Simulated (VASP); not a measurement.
# Ti (Amm2) in VASP: single point with r2SCAN

Aim: the single point of Ti with r2SCAN.

Program: VASP 6.6.1. These are calculated values, not measurements. Logs are shortened: lines on timing, memory, paths and dates and some standing lists are left out, and cuts for length are marked.

## Step 1: The cell of the first run

The structure is orthorhombic, space group Amm2 (No. 38). The conventional cell has a = 2.820 Å, b = 4.600 Å, c = 7.967 Å, α = 90.00°, β = 90.00°, γ = 90.00°. Within 3.7 Å of Ti (site symmetry mm2) lie 14 Ti at 2.82 to 3.10 Å. Ti (site symmetry mm2) has 11 Ti at 2.56 to 3.10 Å within 3.4 Å. Ti (site symmetry mm2) has 11 Ti at 2.56 to 3.01 Å within 3.4 Å.

## Step 2: Single point, r2SCAN

POSCAR reads:

```
Ti
1.0
    4.6000000000      0.0000000000      0.0000000000
   -2.3000000000      3.9837168600      0.0000000000
    0.0000000000      0.0000000000      2.8200000000
Ti
3
Direct
    0.0000000000      0.0000000000      0.0000000000
    0.3458844261      0.6917688523      0.5000000000
    0.6666666667      0.3333333333      0.5000000000
```

INCAR.step1 reads:

```
ALGO = Normal
EDIFF = 1E-4
ENCUT = 520
GGA = PE
ISMEAR = -1
LASPH = True
LCHARG = False
LREAL = False
LWAVE = True
NBANDS = 25
NELM = 80
PREC = Accurate
SIGMA = 0.1
```

INCAR.step2 reads:

```
ALGO = Normal
EDIFF = 1E-6
ENCUT = 520
ISIF = 2
ISMEAR = -1
ISTART = 1
LASPH = True
LCHARG = False
LMIXTAU = True
LREAL = False
LWAVE = False
METAGGA = R2SCAN
NBANDS = 25
NELM = 80
PREC = Accurate
SIGMA = 0.1
```

KPOINTS reads:

```
k-points
0
Gamma
  8 8 12
```

Potentials or basis: VASP PAW PBE potentials, release 64 (Ti_sv).

On the command line:

```bash
$ cat potpaw_PBE.64/Ti_sv/POTCAR > POTCAR
$ cp INCAR.step1 INCAR
$ mpirun -np 1 vasp_std > vasp.out
$ cp INCAR.step2 INCAR
$ mpirun -np 1 vasp_std > vasp.out
```

OUTCAR:

```text
EDIFF = 1E-6
   ENCUT = 520
   ISIF = 2
   ISMEAR = -1
   ISTART = 1
   LASPH = True
   LREAL = False
   METAGGA = R2SCAN
   NELM = 80
   PREC = Accurate

 ion  position               nearest neighbor table
   1  0.000  0.000  0.000-
   2  0.346  0.692  0.500-   3 2.56   3 2.71   3 2.71
   3  0.667  0.333  0.500-   2 2.56   2 2.71   2 2.71

  LATTYP: Found a hexagonal cell.
 ALAT       =     4.6000000000
 C/A-ratio  =     0.6130434783

  Lattice vectors:

 A1 = (   4.6000000000,   0.0000000000,   0.0000000000)
 A2 = (  -2.3000000000,   3.9837168600,   0.0000000000)
 A3 = (   0.0000000000,   0.0000000000,   2.8200000000)

Analysis of symmetry for initial positions (statically):
=====================================================================
 Subroutine PRICEL returns:
 Original cell was already a primitive cell.

 Routine SETGRP: Setting up the symmetry group for a
 hexagonal supercell.

 Subroutine GETGRP returns: Found  4 space group operations
 (whereof  4 operations were pure point group operations)
 out of a pool of 24 trial point group operations.

The static configuration has the point symmetry C_2v.

Analysis of symmetry for dynamics (positions and initial velocities):
=====================================================================
 Subroutine PRICEL returns:
 Original cell was already a primitive cell.

 Routine SETGRP: Setting up the symmetry group for a
 hexagonal supercell.

 Subroutine GETGRP returns: Found  4 space group operations
 (whereof  4 operations were pure point group operations)
 out of a pool of 24 trial point group operations.

The dynamic configuration has the point symmetry C_2v.

 Subroutine INISYM returns: Found  4 space group operations
 (whereof  4 operations are pure point group operations),
 and found     1 'primitive' translations

----------------------------------------------------------------------------------------

                                     Primitive cell

  volume of cell :      51.6768

  direct lattice vectors                    reciprocal lattice vectors
     4.600000000  0.000000000  0.000000000     0.217391304  0.125510928  0.000000000
    -2.300000000  3.983716860  0.000000000     0.000000000  0.251021856  0.000000000
     0.000000000  0.000000000  2.820000000     0.000000000  0.000000000  0.354609929

  length of vectors
     4.600000000  4.600000002  2.820000000     0.251021856  0.251021856  0.354609929

  position of ions in fractional coordinates (direct lattice)
     0.000000000  0.000000000  0.000000000
     0.345884426  0.691768852  0.500000000
     0.666666667  0.333333333  0.500000000

  ion indices of the primitive-cell ions
   primitive index   ion index
                 1           1
                 2           2
                 3           3

----------------------------------------------------------------------------------------

 KPOINTS: k-points

Automatic generation of k-mesh.
 Grid dimensions read from file:
 generate k-points for:    8    8   12

 Generating k-lattice:

  Cartesian coordinates                     Fractional coordinates (reciprocal lattice)
     0.027173913  0.015688866  0.000000000     0.125000000  0.000000000  0.000000000
     0.000000000  0.031377732  0.000000000     0.000000000  0.125000000  0.000000000
     0.000000000  0.000000000  0.029550827     0.000000000  0.000000000  0.083333333

  Length of vectors
     0.031377732  0.031377732  0.029550827

  Shift w.r.t. Gamma in fractional coordinates (k-lattice)
     0.000000000  0.000000000  0.000000000

 Subroutine IBZKPT returns following result:
 ===========================================

 Found    147 irreducible k-points:

 Following reciprocal coordinates:
            Coordinates               Weight
  0.000000  0.000000  0.000000      1.000000
  0.125000  0.000000  0.000000      4.000000
  0.000000  0.125000  0.000000      2.000000
  0.250000  0.000000  0.000000      4.000000
  0.000000  0.250000  0.000000      2.000000
  0.375000  0.000000  0.000000      4.000000
[... 16 lines left out ...]
  0.125000  0.000000  0.083333      8.000000
  0.000000  0.125000  0.083333      4.000000
 [... further k-points ...]
   k-points           NKPTS =    147   k-points in BZ     NKDIM =    147   number of bands    NBANDS=     25
   number of dos      NEDOS =    301   number of ions     NIONS =      3
   total plane-waves  NPLWV =  31104
   dimension x,y,z NGX =    36 NGY =   36 NGZ =   24
   dimension x,y,z NGXF=    72 NGYF=   72 NGZF=   48
   ions per type =               3
   NGX,Y,Z   is equivalent  to a cutoff of  13.01, 13.01, 14.15 a.u.
   NGXF,Y,Z  is equivalent  to a cutoff of  26.02, 26.02, 28.30 a.u.
 SYSTEM =  unknown system
   PREC   = accura    normal or accurate (medium, high low for compatibility)
   ISTART =      1    job   : 0-new  1-cont  2-samecut
   ICHARG =      0    charge: 1-file 2-atom 10-const
   ISPIN  =      1    spin polarized calculation?
   LNONCOLLINEAR =      F non collinear calculations
   LSORBIT =      F    spin-orbit coupling
   LASPH  =      T    aspherical Exc in radial PAW
   ENCUT  =  520.0 eV  38.22 Ry    6.18 a.u.   8.55  8.55  5.24*2*pi/ulx,y,z
   NELM   =     80;   NELMIN=  2; NELMDL=  0     # of ELM steps
   EDIFF  = 0.1E-05   stopping-criterion for ELM
   LREAL  =      F    real-space projection
   EDIFFG = 0.1E-04   stopping-criterion for IOM
   NSW    =      0    number of steps for IOM
   IBRION =     -1    ionic relax: 0-MD 1-quasi-New 2-CG
   NFREE  =      0    steps in history (QN), initial steepest desc. (CG)
   ISIF   =      2    stress and relaxation
   ISYM   =      2    0-nonsym 1-usesym 2-fastsym
   POTIM  = 0.5000    time-step for ionic-motion
   TEBEG  =    0.0;   TEEND  =   0.0 temperature during run
   PSTRESS=    0.0 pullay stress
   NELECT =      36.0000    total number of electrons
   NUPDOWN=      -1.0000    fix difference up-down
   EMIN   =  10.00;   EMAX   =-10.00  energy-range for DOS
   EFERMI =   0.00;   METHOD = LEGACY
   ISMEAR =    -1;   SIGMA  =   0.10  broadening in eV -4-tet -1-fermi 0-gaus
   EFERMI_NEDOS =   21; number of points for ismear=-14 and -15
   IALGO  =     38    algorithm
   IMIX   =      4    mixing-type and parameters
     AMIX     =   0.40;   BMIX     =  1.00
     AMIX_MAG =   1.60;   BMIX_MAG =  1.00
  volume/ion in A,a.u.               =      17.23       116.24
  Fermi-wavevector in a.u.,A,eV,Ry     =   1.451255  2.742475 28.655807  2.106142
  Thomas-Fermi vector in A             =   2.568774
   LORBIT       =      0    0 simple, 1 ext, 2 COOP (PROOUT), +10 PAW based schemes
   METAGGA = R2SCAN    functional components
   LHFCALC =     F    Hartree Fock is set to
   AEXX    =    0.0000 exact exchange contribution
   IVDW    =     0    specifies the selected vdW correction
   LEPSILON=     F    determine dielectric tensor
   LRPA    =     F    only Hartree local field effects (RPA)
 non-spin polarized calculation
  energy-cutoff  :      520.00
  volume of cell :       51.68
 maximum number of plane-waves:      1416
 NGX is ok and might be reduce to    36
   NGX = 17   NGY = 17   NGZ = 11

 number of electron      35.9999983 magnetization

 Free energy of the ion-electron system (eV)
  ---------------------------------------------------
  ext. energy  EPLUGINS =         0.00000000
  ---------------------------------------------------
  free energy    TOTEN  =       -38.91644008 eV

  energy without entropy =      -38.82743136  energy(sigma->0) =      -38.87193572

 E-fermi :   8.3449     XC(G=0): -12.4378

 val. band max:        8.3439318339   @ k =   0.0000   0.0000   0.0000
 cond. band min:       8.3609215881   @ k =   0.5000   0.3750   0.0833
 fundamental gap:      0.0169897542
 Fermi energy:         8.3449354569

 k-point     1 :       0.0000    0.0000    0.0000
  band No.  band energies     occupation
      1     -50.8750      2.00000
      2     -50.6578      2.00000
      3     -50.4972      2.00000
      4     -26.1704      2.00000
      5     -26.1583      2.00000
      6     -26.1132      2.00000
[... 17 lines left out ...]
     24      10.3243      0.00000
     25      10.5139      0.00000

 k-point     2 :       0.1250    0.0000    0.0000
  band No.  band energies     occupation
      1     -50.8723      2.00000
      2     -50.6555      2.00000
      3     -50.5025      2.00000
      4     -26.2386      2.00000
      5     -26.1625      2.00000
      6     -26.0626      2.00000
[... 17 lines left out ...]
     24      10.2124      0.00000
     25      10.7087      0.00000

 k-point     3 :       0.0000    0.1250    0.0000
  band No.  band energies     occupation
      1     -50.8725      2.00000
      2     -50.6537      2.00000
      3     -50.5041      2.00000
      4     -26.2097      2.00000
      5     -26.1987      2.00000
      6     -26.0455      2.00000
[... 17 lines left out ...]
     24      10.1272      0.00000
     25      10.8415      0.00000

 k-point     4 :       0.2500    0.0000    0.0000
  band No.  band energies     occupation
      1     -50.8658      2.00000
      2     -50.6482      2.00000
      3     -50.5167      2.00000
      4     -26.2937      2.00000
      5     -26.1847      2.00000
      6     -25.9800      2.00000
[... 17 lines left out ...]
     24      10.3097      0.00000
     25      11.1072      0.00000
[... 477 lines left out ...]
 k-point    22 :       0.0000    0.0000    0.0833
  band No.  band energies     occupation
      1     -50.8700      2.00000
      2     -50.6549      2.00000
      3     -50.4934      2.00000
      4     -26.1652      2.00000
      5     -26.1498      2.00000
      6     -26.1075      2.00000
[... 17 lines left out ...]
     24      10.3955      0.00000
     25      10.5300      0.00000

 k-point    23 :       0.1250    0.0000    0.0833
  band No.  band energies     occupation
      1     -50.8674      2.00000
      2     -50.6524      2.00000
      3     -50.4987      2.00000
      4     -26.2302      2.00000
      5     -26.1551      2.00000
      6     -26.0592      2.00000
[... 17 lines left out ...]
     24      10.1943      0.00000
     25      10.7827      0.00000

 k-point    24 :       0.0000    0.1250    0.0833
  band No.  band energies     occupation
      1     -50.8675      2.00000
      2     -50.6506      2.00000
      3     -50.5003      2.00000
      4     -26.2027      2.00000
      5     -26.1893      2.00000
      6     -26.0431      2.00000
[... 17 lines left out ...]
     24      10.1610      0.00000
     25      10.9040      0.00000

 [... further k-points ...]
[... 5 lines left out ...]
  --------------------------------------------------------------------------------------
  -------------------------------------------------------------------------------------
  Total       -0.4550981     -0.3794011      0.1407898      0.0000000      0.0000000      0.0000000
  in kB      -14.1097774    -11.7628817      4.3650219      0.0000000      0.0000000      0.0000000
  external PRESSURE =      -7.1692124 kB  Pullay stress =       0.0000000 kB

 VOLUME and BASIS-vectors are now :
 -----------------------------------------------------------------------------
  energy-cutoff  :      520.00
  volume of cell :       51.68
      direct lattice vectors                 reciprocal lattice vectors
     4.600000000  0.000000000  0.000000000     0.217391304  0.125510928  0.000000000
    -2.300000000  3.983716860  0.000000000     0.000000000  0.251021856  0.000000000
     0.000000000  0.000000000  2.820000000     0.000000000  0.000000000  0.354609929

 POSITION                                       TOTAL-FORCE (eV/Angst)
 -----------------------------------------------------------------------------------
      0.00000      0.00000      0.00000         0.000000      0.112498      0.000000
     -0.00000      2.75581      1.41000         0.000000     -0.436513      0.000000
      2.30000      1.32791      1.41000         0.000000      0.324015      0.000000
 -----------------------------------------------------------------------------------
    total drift:                               -0.000000      0.000012     -0.000000

  FREE ENERGIE OF THE ION-ELECTRON SYSTEM (eV)
  ---------------------------------------------------
  free  energy   TOTEN  =       -38.9164400779 eV

  energy  without entropy=      -38.8274313632  energy(sigma->0) =      -38.87193572
```

Run time: 10 min. Hardware: 1 thread of Intel Xeon Platinum 8259CL at 2.50GHz (Skylake/Cascade Lake), shared host; peak memory 0.28 GiB.

What came out:

```yaml
Free_energy: -38.9164 eV
Pressure: -0.7 GPa
Largest_force: 0.437 eV/Å
Band_gap_on_the_k_mesh: zero (bands 18 and 19 overlap by 0.33 eV)
```

Forces in eV/Å, atoms in the order of the input:
```
Ti   0.000  0.112  0.000
Ti   0.000 -0.437  0.000
Ti   0.000  0.324  0.000
```

Levels at points of the mesh, in eV from the Fermi level:
```tsv
k point	band 15	band 16	band 17	band 18	band 19	band 20	band 21	band 22
(0.00, 0.00, 0.00)	-0.81	-0.78	-0.76	-0.69	0.00	0.77	1.43	1.49
(0.50, 0.00, 0.00)	-2.70	-0.43	-0.29	-0.24	0.06	0.58	0.90	1.24
(0.00, 0.50, 0.00)	-2.74	-0.64	-0.46	-0.24	0.31	0.70	0.89	1.23
(0.00, 0.00, 0.50)	-2.01	-1.90	-1.75	-1.68	0.87	1.37	1.39	1.42
(0.50, 0.00, 0.50)	-1.83	-1.16	-0.80	-0.63	0.51	0.95	0.97	1.21
(0.00, 0.50, 0.50)	-1.70	-1.36	-0.83	-0.77	0.39	0.89	1.03	1.09
```

Caveat: the PAW data sets were made with another functional, which shifts forces and pressure a little.
